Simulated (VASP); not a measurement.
# HW18Se36 (a cell with a defect) in VASP: notebook

HW18Se36 (a cell with a defect) is run at these levels: PBE; tasks: single point.

Everything below comes from runs of VASP 6.6.1. Logs are shortened: lines on timing, memory, paths and dates and some standing lists are left out, and cuts for length are marked.

## Step 1: The cell of the first run

The cell holds a defect, 55 atoms: a = 9.750 Å, b = 9.750 Å, c = 12.826 Å, α = 90.00°, β = 90.00°, γ = 120.00°.

## Step 2: Single point, PBE

Input file INCAR:

```
SYSTEM = HW18Se36
PREC = Accurate
ENCUT = 520
EDIFF = 1E-6
ISMEAR = -1
SIGMA = 0.01
LREAL = Auto
LASPH = .True.
NELM = 100
ALGO = Normal
ISIF = 2
LWAVE = .False.
LCHARG = .False.
GGA = PE
NBANDS = 268
NELECT = 468.0
```

Input file KPOINTS:

```
regular mesh
0
Gamma
  1 1 1
  0 0 0
```

Input file POSCAR:

```
HW18Se36
1.0
    9.7497821400      0.0000000800      0.0000000000
   -4.8748911500      8.4435589800      0.0000000000
    0.0000000000      0.0000000000     12.8261208300
W Se H
18 36 1
Direct
    0.2229788164      0.1128342900      0.7494281496
    0.1131511719      0.2263499308      0.2488875664
    0.2227015802      0.4456181322      0.7492036858
    0.1099369384      0.5567435488      0.2487954887
    0.2232762625      0.7793137938      0.7492434484
    0.1100385886      0.8929771213      0.2490000712
    0.5566868202      0.1127184589      0.7494620648
    0.4394880005      0.2165185284      0.2496272289
    0.5567459767      0.4458288222      0.7499039754
    0.4398243914      0.5632597553      0.2482756121
    0.5571014449      0.7799986914      0.7491971366
    0.4461702780      0.8930379929      0.2488603563
    0.8898355600      0.1128342836      0.7492333908
    0.7763005916      0.2265779090      0.2491076641
    0.8900166164      0.4459545954      0.7494845969
    0.7864802705      0.5635603362      0.2492517451
    0.8898723241      0.7797676246      0.7494435089
    0.7766248347      0.8898998581      0.2487891735
    0.1119523440      0.2239180179      0.8801088146
    0.2198061669      0.1123471731      0.3810518445
    0.1117275025      0.2235549009      0.6184516040
    0.2214324880      0.1135755651      0.1171650431
    0.1122910696      0.5572545892      0.8800395809
    0.2205160731      0.4474023325      0.3804751308
    0.1119366464      0.5571236018      0.6185779087
    0.2207181551      0.4471531485      0.1167512001
    0.1121985043      0.8904970059      0.8800192318
    0.2220943740      0.7807421015      0.3792820187
    0.1120894240      0.8906011089      0.6187138033
    0.2220642991      0.7808719046      0.1185396598
    0.4453160490      0.2237082691      0.8802712956
    0.5554600601      0.1124227305      0.3809992175
    0.4451706237      0.2232338246      0.6191334937
    0.5552573086      0.1138156265      0.1172941546
    0.4453499355      0.5573539518      0.8798803746
    0.5549520345      0.4490150379      0.3674650397
    0.4454516730      0.5573209088      0.6191234361
    0.5554839039      0.4472329695      0.1226745031
    0.4453912605      0.8903987030      0.8800069132
    0.5555668383      0.7825142184      0.3804478427
    0.4455092919      0.8907428707      0.6185913968
    0.5557302828      0.7822823256      0.1167249256
    0.7787634939      0.2238674405      0.8801777365
    0.8886751555      0.1142633019      0.3788481385
    0.7787555233      0.2239046286      0.6185872646
    0.8886171625      0.1144349120      0.1189619231
    0.7789977753      0.5573635417      0.8802698142
    0.8904267560      0.4475014550      0.3808480416
    0.7795137854      0.5575089780      0.6192232324
    0.8891992853      0.4475243127      0.1171637957
    0.7787741956      0.8907615800      0.8801186383
    0.8905653767      0.7831041323      0.3808862449
    0.7791519851      0.8909803266      0.6184471599
    0.8895584456      0.7817998245      0.1170054469
    0.5446780442      0.4651544409      0.4842872668
```

Potentials or basis: VASP PAW PBE potentials, release 64 (W_sv, Se, H).

Run with:

```bash
> cat potpaw_PBE.64/W_sv/POTCAR potpaw_PBE.64/Se/POTCAR potpaw_PBE.64/H/POTCAR > POTCAR
> mpirun -np 1 vasp_gam > vasp.out
```

OUTCAR:

```text
SYSTEM = HW18Se36
   PREC = Accurate
   ENCUT = 520
   EDIFF = 1E-6
   ISMEAR = -1
   LREAL = Auto
   LASPH = .True.
   NELM = 100
   ISIF = 2
   GGA = PE
   NELECT = 468.0

 ion  position               nearest neighbor table
   1  0.223  0.113  0.749-  33 2.51  19 2.52  27 2.52  29 2.52  21 2.52  31 2.52   3 3.25  17 3.25
                            13 3.25   9 3.25   5 3.25   7 3.25
   2  0.113  0.226  0.249-  24 2.52  22 2.52  20 2.52  26 2.52  44 2.52  46 2.52   8 3.23   6 3.24
                            10 3.24   4 3.24  18 3.28  14 3.29
   3  0.223  0.446  0.749-  37 2.51  19 2.51  21 2.52  25 2.52  23 2.52  35 2.52  13 3.24  15 3.25
                             1 3.25   5 3.25   9 3.26  11 3.26
   4  0.110  0.557  0.249-  24 2.51  48 2.51  50 2.51  26 2.52  30 2.52  28 2.53  10 3.19  16 3.19
                            14 3.24   2 3.24   6 3.28  12 3.28
   5  0.223  0.779  0.749-  25 2.52  41 2.52  23 2.52  39 2.52  29 2.52  27 2.52  15 3.25   7 3.25
                             3 3.25  11 3.25  17 3.25   1 3.25
   6  0.110  0.893  0.249-  52 2.51  20 2.51  22 2.52  54 2.52  28 2.53  30 2.53  16 3.18   8 3.18
                             2 3.24  18 3.24  12 3.28   4 3.28
   7  0.557  0.113  0.749-  33 2.51  43 2.52  39 2.52  41 2.52  45 2.52  31 2.52  11 3.25   9 3.25
                            13 3.25  15 3.25   5 3.25   1 3.25
   8  0.439  0.217  0.250-  36 2.48  22 2.51  20 2.51  34 2.51  32 2.51  38 2.54   6 3.18  12 3.19
                             2 3.23  14 3.24  10 3.38  16 3.38
   9  0.557  0.446  0.750-  31 2.51  47 2.51  35 2.51  33 2.52  49 2.52  37 2.52   7 3.25  15 3.25
[... 21 lines left out ...]
  21  0.112  0.224  0.618-  13 2.51   3 2.52   1 2.52
  22  0.221  0.114  0.117-   8 2.51   6 2.52   2 2.52
  23  0.112  0.557  0.880-  15 2.52   5 2.52   3 2.52
  24  0.221  0.447  0.380-   4 2.51  10 2.51   2 2.52
[... 9 lines left out ...]
  34  0.555  0.114  0.117-   8 2.51  12 2.51  14 2.52
  35  0.445  0.557  0.880-   9 2.51   3 2.52  11 2.52
  36  0.555  0.449  0.367-  55 1.52  10 2.47  16 2.47   8 2.48
  37  0.445  0.557  0.619-  11 2.51   3 2.51   9 2.52
  38  0.555  0.447  0.123-  10 2.53  16 2.54   8 2.54
  39  0.445  0.890  0.880-   7 2.52   5 2.52  11 2.52
  40  0.556  0.783  0.380-  12 2.51  10 2.51  18 2.52
  41  0.446  0.891  0.619-   5 2.52   7 2.52  11 2.52
  42  0.556  0.782  0.117-  10 2.50  12 2.52  18 2.52
[... 10 lines left out ...]
  53  0.779  0.891  0.618-  13 2.51  11 2.52  17 2.52
  54  0.890  0.782  0.117-  16 2.51   6 2.52  18 2.52
  55  0.545  0.465  0.484-  36 1.52

  LATTYP: Found a hexagonal cell.
 ALAT       =     9.7497821400
 C/A-ratio  =     1.3155289673

  Lattice vectors:

 A1 = (   9.7497821400,   0.0000000800,   0.0000000000)
 A2 = (  -4.8748911500,   8.4435589800,   0.0000000000)
 A3 = (   0.0000000000,   0.0000000000,  12.8261208300)

Analysis of symmetry for initial positions (statically):
=====================================================================
 Subroutine PRICEL returns:
 Original cell was already a primitive cell.

 Routine SETGRP: Setting up the symmetry group for a
 hexagonal supercell.

 Subroutine GETGRP returns: Found  1 space group operations
 (whereof  1 operations were pure point group operations)
 out of a pool of 24 trial point group operations.

The static configuration has the point symmetry C_1 .

Analysis of symmetry for dynamics (positions and initial velocities):
=====================================================================
 Subroutine PRICEL returns:
 Original cell was already a primitive cell.

 Routine SETGRP: Setting up the symmetry group for a
 hexagonal supercell.

 Subroutine GETGRP returns: Found  1 space group operations
 (whereof  1 operations were pure point group operations)
 out of a pool of 24 trial point group operations.

The dynamic configuration has the point symmetry C_1 .

 Subroutine INISYM returns: Found  1 space group operations
 (whereof  1 operations are pure point group operations),
 and found     1 'primitive' translations

----------------------------------------------------------------------------------------

                                     Primitive cell

  volume of cell :    1055.8830

  direct lattice vectors                    reciprocal lattice vectors
     9.749782140  0.000000080  0.000000000     0.102566394  0.059216736  0.000000000
    -4.874891150  8.443558980  0.000000000    -0.000000001  0.118433471  0.000000000
[... 121 lines left out ...]

 KPOINTS: regular mesh

Automatic generation of k-mesh.
 Grid dimensions read from file:
 generate k-points for:    1    1    1

 Generating k-lattice:

  Cartesian coordinates                     Fractional coordinates (reciprocal lattice)
     0.102566394  0.059216736  0.000000000     1.000000000  0.000000000  0.000000000
    -0.000000001  0.118433471  0.000000000     0.000000000  1.000000000  0.000000000
     0.000000000  0.000000000  0.077965896     0.000000000  0.000000000  1.000000000

  Length of vectors
     0.118433471  0.118433471  0.077965896

  Shift w.r.t. Gamma in fractional coordinates (k-lattice)
     0.000000000  0.000000000  0.000000000

 Subroutine IBZKPT returns following result:
 ===========================================

 Found      1 irreducible k-points:

 Following reciprocal coordinates:
            Coordinates               Weight
  0.000000  0.000000  0.000000      1.000000
   k-points           NKPTS =      1   k-points in BZ     NKDIM =      1   number of bands    NBANDS=    268
   number of dos      NEDOS =    301   number of ions     NIONS =     55
   total plane-waves  NPLWV = 614400
   dimension x,y,z NGX =    80 NGY =   80 NGZ =   96
   dimension x,y,z NGXF=   160 NGYF=  160 NGZF=  192
   ions per type =              18  36   1
   NGX,Y,Z   is equivalent  to a cutoff of  13.64, 13.64, 12.44 a.u.
   NGXF,Y,Z  is equivalent  to a cutoff of  27.28, 27.28, 24.89 a.u.
 SYSTEM =  HW18Se36
   PREC   = accura    normal or accurate (medium, high low for compatibility)
   ISTART =      0    job   : 0-new  1-cont  2-samecut
   ICHARG =      2    charge: 1-file 2-atom 10-const
   ISPIN  =      1    spin polarized calculation?
   LNONCOLLINEAR =      F non collinear calculations
   LSORBIT =      F    spin-orbit coupling
   LASPH  =      T    aspherical Exc in radial PAW
   ENCUT  =  520.0 eV  38.22 Ry    6.18 a.u.  18.13 18.13 23.85*2*pi/ulx,y,z
   NELM   =    100;   NELMIN=  2; NELMDL= -5     # of ELM steps
   EDIFF  = 0.1E-05   stopping-criterion for ELM
   LREAL  =      T    real-space projection
   EDIFFG = 0.1E-04   stopping-criterion for IOM
   NSW    =      0    number of steps for IOM
   IBRION =     -1    ionic relax: 0-MD 1-quasi-New 2-CG
   NFREE  =      0    steps in history (QN), initial steepest desc. (CG)
   ISIF   =      2    stress and relaxation
   ISYM   =      2    0-nonsym 1-usesym 2-fastsym
   POTIM  = 0.5000    time-step for ionic-motion
   TEBEG  =    0.0;   TEEND  =   0.0 temperature during run
   PSTRESS=    0.0 pullay stress
   NELECT =     468.0000    total number of electrons
   NUPDOWN=      -1.0000    fix difference up-down
   EMIN   =  10.00;   EMAX   =-10.00  energy-range for DOS
   EFERMI =   0.00;   METHOD = LEGACY
   ISMEAR =    -1;   SIGMA  =   0.01  broadening in eV -4-tet -1-fermi 0-gaus
   EFERMI_NEDOS =   21; number of points for ismear=-14 and -15
   IALGO  =     38    algorithm
   IMIX   =      4    mixing-type and parameters
     AMIX     =   0.40;   BMIX     =  1.00
     AMIX_MAG =   1.60;   BMIX_MAG =  1.00
  volume/ion in A,a.u.               =      19.20       129.55
  Fermi-wavevector in a.u.,A,eV,Ry     =   1.248202  2.358760 21.197987  1.558008
  Thomas-Fermi vector in A             =   2.382299
   LORBIT       =      0    0 simple, 1 ext, 2 COOP (PROOUT), +10 PAW based schemes
   GGA     = PE    functional components
   LHFCALC =     F    Hartree Fock is set to
   AEXX    =    0.0000 exact exchange contribution
   IVDW    =     0    specifies the selected vdW correction
   LEPSILON=     F    determine dielectric tensor
   LRPA    =     F    only Hartree local field effects (RPA)
 non-spin polarized calculation
  energy-cutoff  :      520.00
  volume of cell :     1055.88
 maximum number of plane-waves:     14202
 NGX is ok and might be reduce to    80
   NGX = 37   NGY = 37   NGZ = 47

 number of electron     467.9999977 magnetization

 Free energy of the ion-electron system (eV)
  ---------------------------------------------------
  ext. energy  EPLUGINS =         0.00000000
  ---------------------------------------------------
  free energy    TOTEN  =      -394.15016532 eV

  energy without entropy =     -394.15016532  energy(sigma->0) =     -394.15016532

 E-fermi :   7.0841     XC(G=0): -10.9543

 val. band max:        6.7006492493   @ k =   0.0000   0.0000   0.0000
 cond. band min:       7.8487921605   @ k =   0.0000   0.0000   0.0000
 fundamental gap:      1.1481429113
 Fermi energy:         7.0840893851

 k-point     1 :       0.0000    0.0000    0.0000
  band No.  band energies     occupation
      1     -67.6339      2.00000
      2     -67.6278      2.00000
      3     -67.5959      2.00000
      4     -67.5403      2.00000
      5     -67.5356      2.00000
      6     -67.5309      2.00000
[... 238 lines left out ...]
    245       8.4639      0.00000
    246       8.4752      0.00000
 [bands above 246 left out]

------------------------ aborting loop because EDIFF is reached ----------------------------------------

  FORCE on cell =-STRESS in cart. coord.  units (eV):
  Direction    XX          YY          ZZ          XY          YZ          ZX
  --------------------------------------------------------------------------------------
  -------------------------------------------------------------------------------------
  Total       47.9371764     48.1172703     32.8873121      0.1766719     -0.3625046      0.4639519
  in kB       72.7389872     73.0122585     49.9026007      0.2680787     -0.5500577      0.7039921
  external PRESSURE =      65.2179488 kB  Pullay stress =       0.0000000 kB

 VOLUME and BASIS-vectors are now :
 -----------------------------------------------------------------------------
  energy-cutoff  :      520.00
  volume of cell :     1055.88
      direct lattice vectors                 reciprocal lattice vectors
     9.749782140  0.000000080  0.000000000     0.102566394  0.059216736  0.000000000
    -4.874891150  8.443558980  0.000000000    -0.000000001  0.118433471  0.000000000
     0.000000000  0.000000000 12.826120830     0.000000000  0.000000000  0.077965896

 POSITION                                       TOTAL-FORCE (eV/Angst)
 -----------------------------------------------------------------------------------
      1.62394      0.95272      9.61226         0.000016      0.000888     -0.001418
     -0.00023      1.91120      3.19226        -0.006141     -0.002640     -0.003480
     -0.00105      3.76260      9.60938         0.000289      0.000165     -0.000611
     -1.64220      4.70090      3.19108        -0.001831      0.005610      0.001629
     -1.62218      6.58018      9.60989         0.003025     -0.000900     -0.001918
     -3.28031      7.53991      3.19370         0.003196     -0.002006      0.004124
[... 47 lines left out ...]
      4.86181      6.60117      1.50073         0.000299     -0.005215     -0.040812
      3.04292      3.92756      6.21153        -0.013982      0.000648     -0.008464
 -----------------------------------------------------------------------------------
    total drift:                                0.013041      0.016637      0.067343

  FREE ENERGIE OF THE ION-ELECTRON SYSTEM (eV)
  ---------------------------------------------------
  free  energy   TOTEN  =      -394.1501653178 eV

  energy  without entropy=     -394.1501653178  energy(sigma->0) =     -394.15016532
```

Wall time 17 min (1 thread of Intel Xeon 8259CL, shared host); peak memory 1.2 GiB.

Results:

```yaml
Free_energy: -394.1502 eV
Largest_force: 0.058 eV/Å
```

Forces on the atoms (eV/Å):
```
W    0.000  0.001 -0.001
W   -0.006 -0.003 -0.003
W    0.000  0.000 -0.001
W   -0.002  0.006  0.002
W    0.003 -0.001 -0.002
W    0.003 -0.002  0.004
W   -0.001 -0.003 -0.002
W   -0.007  0.015 -0.004
W    0.007  0.004  0.002
W    0.016 -0.013 -0.018
W   -0.001  0.002 -0.002
W   -0.007 -0.002 -0.003
W    0.000  0.000 -0.002
W   -0.001  0.000  0.003
W    0.002  0.001  0.002
W    0.004  0.006  0.012
W   -0.001 -0.003  0.000
W   -0.001  0.000  0.001
Se   0.001  0.003  0.048
Se   0.003 -0.006  0.045
Se   0.002  0.005 -0.042
Se   0.005  0.001 -0.043
Se   0.000 -0.001  0.048
Se   0.002 -0.002  0.050
Se  -0.008  0.001 -0.045
Se   0.004  0.007 -0.048
Se   0.001 -0.002  0.049
Se   0.003  0.002  0.046
Se   0.000  0.002 -0.050
Se   0.001  0.005 -0.048
Se   0.002  0.000  0.049
Se   0.005 -0.001  0.046
Se  -0.002  0.004 -0.052
Se   0.000  0.000 -0.043
Se  -0.002  0.000  0.051
Se  -0.023 -0.009  0.049
Se   0.007 -0.006 -0.055
Se   0.005  0.002 -0.058
Se  -0.002  0.001  0.048
Se   0.007 -0.001  0.050
Se   0.001 -0.004 -0.050
Se   0.005  0.006 -0.044
Se  -0.001  0.002  0.047
Se  -0.001 -0.006  0.053
Se   0.000  0.002 -0.049
Se   0.002 -0.008 -0.040
Se  -0.001  0.003  0.046
Se   0.000  0.002  0.053
Se  -0.004 -0.001 -0.052
Se  -0.004  0.003 -0.046
Se  -0.002 -0.004  0.049
Se   0.000 -0.002  0.050
Se  -0.001  0.001 -0.050
Se   0.000 -0.005 -0.041
H   -0.014  0.001 -0.008
```

Caveat: the k points lie up to 0.74 Å⁻¹ apart; the cell carries a net charge on a neutralising background, which shifts energy and pressure; the cell is charged against a uniform background, so pressure and absolute levels hang on convention; spin-orbit coupling is left out, which moves the levels of the heavy elements.

(Part 1 of 2 ends here.)
